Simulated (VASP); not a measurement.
# Si3N4 (P6_3/m) in VASP: single point with PBE

Aim: the single point of Si3N4 with PBE.

All numbers are computed with VASP 6.6.1; they aren't measurements. Logs are shortened: lines on timing, memory, paths and dates and some standing lists are left out, and cuts for length are marked.

## (1) The cell of the first run

Symmetry: P6_3/m, No. 176, hexagonal system. Conventional cell: a = 7.664 Å, b = 7.664 Å, c = 2.926 Å, α = 90.00°, β = 90.00°, γ = 120.00°. Si (site symmetry m) has 4 N at 1.74 to 1.75 Å within 2.3 Å. Within 2.3 Å of N (site symmetry m) lie 3 Si at 1.75 Å. N (site symmetry -6) has 3 Si at 1.74 Å within 2.3 Å.

## (2) Single point, PBE

The input, INCAR:

```
PREC = Accurate
ENCUT = 520
EDIFF = 1E-6
ISMEAR = 0
SIGMA = 0.02
LREAL = F
LASPH = T
NELM = 80
ALGO = Normal
ISIF = 2
LWAVE = F
LCHARG = F
GGA = PE
NBANDS = 45
```

The input, KPOINTS:

```
regular mesh
0
Gamma
  6 6 8
```

The input, POSCAR:

```
Si3N4
1.0
    7.6636242857      0.0000000000      0.0000000000
   -3.8318121428      6.6368933165      0.0000000000
    0.0000000000      0.0000000000      2.9264475153
Si N
6 8
Direct
    0.7689134840      0.1750144662      0.3256285714
    0.5938990178      0.7689134840      0.8256285714
    0.8249855338      0.5938990178      0.3256285714
    0.2310865160      0.8249855338      0.8256285714
    0.4061009822      0.2310865160      0.3256285714
    0.1750144662      0.4061009822      0.8256285714
    0.0308357624      0.3300020372      0.3256285714
    0.7008337252      0.0308357624      0.8256285714
    0.6699979628      0.7008337252      0.3256285714
    0.9691642376      0.6699979628      0.8256285714
    0.2991662748      0.9691642376      0.3256285714
    0.3300020372      0.2991662748      0.8256285714
    0.3333333333      0.6666666667     -0.1743714286
    0.6666666667      0.3333333333      0.3256285714
```

Potentials or basis: VASP PAW PBE potentials, release 64 (Si, N).

The run is started by

```bash
$ cat potpaw_PBE.64/Si/POTCAR potpaw_PBE.64/N/POTCAR > POTCAR
$ mpirun -np 1 vasp_std > vasp.out
```

OUTCAR:

```text
PREC = Accurate
   ENCUT = 520
   EDIFF = 1E-6
   ISMEAR = 0
   LREAL = F
   LASPH = T
   NELM = 80
   ISIF = 2
   GGA = PE

 ion  position               nearest neighbor table
   1  0.769  0.175  0.326-  14 1.74   7 1.75   8 1.75   8 1.75   5 3.02   3 3.02   2 3.07   2 3.07
                             6 3.07   6 3.07
   2  0.594  0.769  0.826-  13 1.74   8 1.75   9 1.75   9 1.75   4 3.02   6 3.02   3 3.07   3 3.07
                             1 3.07   1 3.07
   3  0.825  0.594  0.326-  14 1.74   9 1.75  10 1.75  10 1.75   1 3.02   5 3.02   2 3.07   2 3.07
                             4 3.07   4 3.07
   4  0.231  0.825  0.826-  13 1.74  10 1.75  11 1.75  11 1.75   2 3.02   6 3.02   5 3.07   5 3.07
                             3 3.07   3 3.07
   5  0.406  0.231  0.326-  14 1.74  11 1.75  12 1.75  12 1.75   1 3.02   3 3.02   6 3.07   6 3.07
                             4 3.07   4 3.07
   6  0.175  0.406  0.826-  13 1.74  12 1.75   7 1.75   7 1.75   4 3.02   2 3.02   5 3.07   5 3.07
                             1 3.07   1 3.07
   7  0.031  0.330  0.326-   1 1.75   6 1.75   6 1.75
   8  0.701  0.031  0.826-   2 1.75   1 1.75   1 1.75
   9  0.670  0.701  0.326-   3 1.75   2 1.75   2 1.75
  10  0.969  0.670  0.826-   4 1.75   3 1.75   3 1.75
  11  0.299  0.969  0.326-   5 1.75   4 1.75   4 1.75
  12  0.330  0.299  0.826-   6 1.75   5 1.75   5 1.75
  13  0.333  0.667  0.826-   4 1.74   6 1.74   2 1.74
  14  0.667  0.333  0.326-   1 1.74   3 1.74   5 1.74

  LATTYP: Found a hexagonal cell.
 ALAT       =     7.6636242857
 C/A-ratio  =     0.3818620807

  Lattice vectors:

 A1 = (   7.6636242857,   0.0000000000,   0.0000000000)
 A2 = (  -3.8318121428,   6.6368933165,   0.0000000000)
 A3 = (   0.0000000000,   0.0000000000,   2.9264475153)

Analysis of symmetry for initial positions (statically):
=====================================================================
 Subroutine PRICEL returns:
 Original cell was already a primitive cell.

 Routine SETGRP: Setting up the symmetry group for a
 hexagonal supercell.

 Subroutine GETGRP returns: Found 12 space group operations
 (whereof  3 operations were pure point group operations)
 out of a pool of 24 trial point group operations.

The static configuration has the point symmetry C_3 .
 The point group associated with its full space group is C_6h.

Analysis of symmetry for dynamics (positions and initial velocities):
=====================================================================
 Subroutine PRICEL returns:
 Original cell was already a primitive cell.

 Routine SETGRP: Setting up the symmetry group for a
 hexagonal supercell.

 Subroutine GETGRP returns: Found 12 space group operations
 (whereof  3 operations were pure point group operations)
 out of a pool of 24 trial point group operations.

The dynamic configuration has the point symmetry C_3 .
 The point group associated with its full space group is C_6h.

 Subroutine INISYM returns: Found 12 space group operations
 (whereof  3 operations are pure point group operations),
 and found     1 'primitive' translations

----------------------------------------------------------------------------------------

                                     Primitive cell

  volume of cell :     148.8469

  direct lattice vectors                    reciprocal lattice vectors
     7.663624286  0.000000000  0.000000000     0.130486564  0.075336453  0.000000000
    -3.831812143  6.636893317  0.000000000     0.000000000  0.150672906  0.000000000
     0.000000000  0.000000000  2.926447515     0.000000000  0.000000000  0.341711237

  length of vectors
     7.663624286  7.663624286  2.926447515     0.150672906  0.150672906  0.341711237

  position of ions in fractional coordinates (direct lattice)
     0.768913484  0.175014466  0.325628571
     0.593899018  0.768913484  0.825628571
     0.824985534  0.593899018  0.325628571
     0.231086516  0.824985534  0.825628571
     0.406100982  0.231086516  0.325628571
     0.175014466  0.406100982  0.825628571
     0.030835762  0.330002037  0.325628571
     0.700833725  0.030835762  0.825628571
     0.669997963  0.700833725  0.325628571
     0.969164238  0.669997963  0.825628571
     0.299166275  0.969164238  0.325628571
     0.330002037  0.299166275  0.825628571
     0.333333333  0.666666667  0.825628571
     0.666666667  0.333333333  0.325628571

  ion indices of the primitive-cell ions
   primitive index   ion index
                 1           1
                 2           2
                 3           3
                 4           4
                 5           5
                 6           6
                 7           7
                 8           8
                 9           9
                10          10
                11          11
                12          12
                13          13
                14          14

----------------------------------------------------------------------------------------

 KPOINTS: regular mesh

Automatic generation of k-mesh.
 Grid dimensions read from file:
 generate k-points for:    6    6    8

 Generating k-lattice:

  Cartesian coordinates                     Fractional coordinates (reciprocal lattice)
     0.021747761  0.012556075  0.000000000     0.166666667  0.000000000  0.000000000
     0.000000000  0.025112151  0.000000000     0.000000000  0.166666667  0.000000000
     0.000000000  0.000000000  0.042713905     0.000000000  0.000000000  0.125000000

  Length of vectors
     0.025112151  0.025112151  0.042713905

  Shift w.r.t. Gamma in fractional coordinates (k-lattice)
     0.000000000  0.000000000  0.000000000

 Subroutine IBZKPT returns following result:
 ===========================================

 Found     40 irreducible k-points:

 Following reciprocal coordinates:
            Coordinates               Weight
  0.000000  0.000000  0.000000      1.000000
  0.166667  0.000000  0.000000      6.000000
  0.333333  0.000000  0.000000      6.000000
  0.500000  0.000000  0.000000      3.000000
  0.166667  0.166667  0.000000      6.000000
  0.333333  0.166667  0.000000      6.000000
[... 16 lines left out ...]
 -0.333333  0.500000 -0.250000     12.000000
  0.333333  0.333333  0.250000      4.000000
 [... further k-points ...]
   k-points           NKPTS =     40   k-points in BZ     NKDIM =     40   number of bands    NBANDS=     45
   number of dos      NEDOS =    301   number of ions     NIONS =     14
   total plane-waves  NPLWV =  86400
   dimension x,y,z NGX =    60 NGY =   60 NGZ =   24
   dimension x,y,z NGXF=   120 NGYF=  120 NGZF=   48
   ions per type =               6   8
   NGX,Y,Z   is equivalent  to a cutoff of  13.02, 13.02, 13.63 a.u.
   NGXF,Y,Z  is equivalent  to a cutoff of  26.03, 26.03, 27.27 a.u.
 SYSTEM =  unknown system
   PREC   = accura    normal or accurate (medium, high low for compatibility)
   ISTART =      0    job   : 0-new  1-cont  2-samecut
   ICHARG =      2    charge: 1-file 2-atom 10-const
   ISPIN  =      1    spin polarized calculation?
   LNONCOLLINEAR =      F non collinear calculations
   LSORBIT =      F    spin-orbit coupling
   LASPH  =      T    aspherical Exc in radial PAW
   ENCUT  =  520.0 eV  38.22 Ry    6.18 a.u.  14.25 14.25  5.44*2*pi/ulx,y,z
   NELM   =     80;   NELMIN=  2; NELMDL= -5     # of ELM steps
   EDIFF  = 0.1E-05   stopping-criterion for ELM
   LREAL  =      F    real-space projection
   EDIFFG = 0.1E-04   stopping-criterion for IOM
   NSW    =      0    number of steps for IOM
   IBRION =     -1    ionic relax: 0-MD 1-quasi-New 2-CG
   NFREE  =      0    steps in history (QN), initial steepest desc. (CG)
   ISIF   =      2    stress and relaxation
   ISYM   =      2    0-nonsym 1-usesym 2-fastsym
   POTIM  = 0.5000    time-step for ionic-motion
   TEBEG  =    0.0;   TEEND  =   0.0 temperature during run
   PSTRESS=    0.0 pullay stress
   NELECT =      64.0000    total number of electrons
   NUPDOWN=      -1.0000    fix difference up-down
   EMIN   =  10.00;   EMAX   =-10.00  energy-range for DOS
   EFERMI =   0.00;   METHOD = LEGACY
   ISMEAR =     0;   SIGMA  =   0.02  broadening in eV -4-tet -1-fermi 0-gaus
   EFERMI_NEDOS =   21; number of points for ismear=-14 and -15
   IALGO  =     38    algorithm
   IMIX   =      4    mixing-type and parameters
     AMIX     =   0.40;   BMIX     =  1.00
     AMIX_MAG =   1.60;   BMIX_MAG =  1.00
  volume/ion in A,a.u.               =      10.63        71.75
  Fermi-wavevector in a.u.,A,eV,Ry     =   1.235629  2.335001 20.773103  1.526780
  Thomas-Fermi vector in A             =   2.370271
   LORBIT       =      0    0 simple, 1 ext, 2 COOP (PROOUT), +10 PAW based schemes
   GGA     = PE    functional components
   LHFCALC =     F    Hartree Fock is set to
   AEXX    =    0.0000 exact exchange contribution
   IVDW    =     0    specifies the selected vdW correction
   LEPSILON=     F    determine dielectric tensor
   LRPA    =     F    only Hartree local field effects (RPA)
 non-spin polarized calculation
 Gauss-broadening in eV      SIGMA  =   0.02
  energy-cutoff  :      520.00
  volume of cell :      148.85
 maximum number of plane-waves:      4043
 NGX is ok and might be reduce to    60
   NGX = 29   NGY = 29   NGZ = 11

 number of electron      64.0000002 magnetization

 Free energy of the ion-electron system (eV)
  ---------------------------------------------------
  ext. energy  EPLUGINS =         0.00000000
  ---------------------------------------------------
  free energy    TOTEN  =      -114.54431759 eV

  energy without entropy =     -114.54431759  energy(sigma->0) =     -114.54431759

 E-fermi :   6.6355     XC(G=0): -10.7083

 val. band max:        6.5235783854   @ k =   0.0000   0.0000   0.1250
 cond. band min:      10.7858968886   @ k =   0.0000   0.0000   0.0000
 fundamental gap:      4.2623185032
 Fermi energy:         6.6355268436

 k-point     1 :       0.0000    0.0000    0.0000
  band No.  band energies     occupation
      1     -11.5271      2.00000
      2     -10.1088      2.00000
      3     -10.1088      2.00000
      4      -9.4784      2.00000
      5      -9.3398      2.00000
      6      -9.3398      2.00000
[... 36 lines left out ...]
     43      15.1170      0.00000
     44      15.9161      0.00000

 k-point     2 :       0.1667    0.0000    0.0000
  band No.  band energies     occupation
      1     -11.4682      2.00000
      2     -10.2615      2.00000
      3     -10.1581      2.00000
      4      -9.7372      2.00000
      5      -9.2396      2.00000
      6      -8.9461      2.00000
[... 36 lines left out ...]
     43      15.0405      0.00000
     44      15.6047      0.00000

 k-point     3 :       0.3333    0.0000    0.0000
  band No.  band energies     occupation
      1     -11.2957      2.00000
      2     -10.6279      2.00000
      3     -10.2363      2.00000
      4      -9.8325      2.00000
      5      -9.0377      2.00000
      6      -8.5796      2.00000
[... 976 lines left out ...]
     43      14.5922      0.00000
     44      14.8692      0.00000

 k-point    24 :       0.3333    0.3333    0.2500
  band No.  band energies     occupation
      1     -10.2371      2.00000
      2     -10.2371      2.00000
      3     -10.0261      2.00000
      4      -8.8155      2.00000
      5      -8.8155      2.00000
      6      -8.0791      2.00000
[... 36 lines left out ...]
     43      14.6804      0.00000
     44      14.6804      0.00000

 [... further k-points ...]

 [bands above 44 left out]

------------------------ aborting loop because EDIFF is reached ----------------------------------------

  FORCE on cell =-STRESS in cart. coord.  units (eV):
  Direction    XX          YY          ZZ          XY          YZ          ZX
  --------------------------------------------------------------------------------------
  -------------------------------------------------------------------------------------
  Total       -0.2510268     -0.2510268     -0.2906301     -0.0000001      0.0000000      0.0000000
  in kB       -2.7020346     -2.7020346     -3.1283212     -0.0000006      0.0000000      0.0000000
  external PRESSURE =      -2.8441301 kB  Pullay stress =       0.0000000 kB

 VOLUME and BASIS-vectors are now :
 -----------------------------------------------------------------------------
  energy-cutoff  :      520.00
  volume of cell :      148.85
      direct lattice vectors                 reciprocal lattice vectors
     7.663624286  0.000000000  0.000000000     0.130486564  0.075336453  0.000000000
    -3.831812143  6.636893317  0.000000000     0.000000000  0.150672906  0.000000000
     0.000000000  0.000000000  2.926447515     0.000000000  0.000000000  0.341711237

 POSITION                                       TOTAL-FORCE (eV/Angst)
 -----------------------------------------------------------------------------------
      5.22204      1.16155      0.95293         0.002328      0.002119     -0.000000
      1.60509      5.10320      2.41616        -0.000671      0.003075     -0.000000
      4.04667      3.94164      0.95293        -0.002999      0.000956     -0.000000
     -1.39023      5.47534      2.41616        -0.002328     -0.002119     -0.000000
      2.22673      1.53370      0.95293         0.000671     -0.003075     -0.000000
     -0.21486      2.69525      2.41616         0.002999     -0.000956     -0.000000
     -1.02819      2.19019      0.95293        -0.000652     -0.002455     -0.000000
      5.25277      0.20465      2.41616         0.001800     -0.001792     -0.000000
      2.44915      4.65136      0.95293         0.002452      0.000663     -0.000000
      4.86000      4.44671      2.41616         0.000652      0.002455      0.000000
     -1.42096      6.43224      0.95293        -0.001800      0.001792      0.000000
      1.38266      1.98553      2.41616        -0.002452     -0.000663      0.000000
     -0.00000      4.42460      2.41616        -0.000000      0.000000      0.000000
      3.83181      2.21230      0.95293        -0.000000     -0.000000     -0.000000
 -----------------------------------------------------------------------------------
    total drift:                               -0.000000     -0.000000      0.000078

  FREE ENERGIE OF THE ION-ELECTRON SYSTEM (eV)
  ---------------------------------------------------
  free  energy   TOTEN  =      -114.5443175885 eV

  energy  without entropy=     -114.5443175885  energy(sigma->0) =     -114.54431759
```

Wall time 2.9 min (1 thread of AMD EPYC 9R45 (Zen 5), shared host); peak memory 0.35 GiB.

What came out:

- Free energy: -114.5443 eV
- Pressure: -0.3 GPa
- Largest force: 0.003 eV/Å
- Band gap on the k mesh: 4.26 eV (least direct gap 4.44 eV)

Forces on the atoms (eV/Å):
```
Si   0.002  0.002  0.000
Si  -0.001  0.003  0.000
Si  -0.003  0.001  0.000
Si  -0.002 -0.002  0.000
Si   0.001 -0.003  0.000
Si   0.003 -0.001  0.000
N   -0.001 -0.002  0.000
N    0.002 -0.002  0.000
N    0.002  0.001  0.000
N    0.001  0.002  0.000
N   -0.002  0.002  0.000
N   -0.002 -0.001  0.000
N    0.000  0.000  0.000
N    0.000  0.000  0.000
```
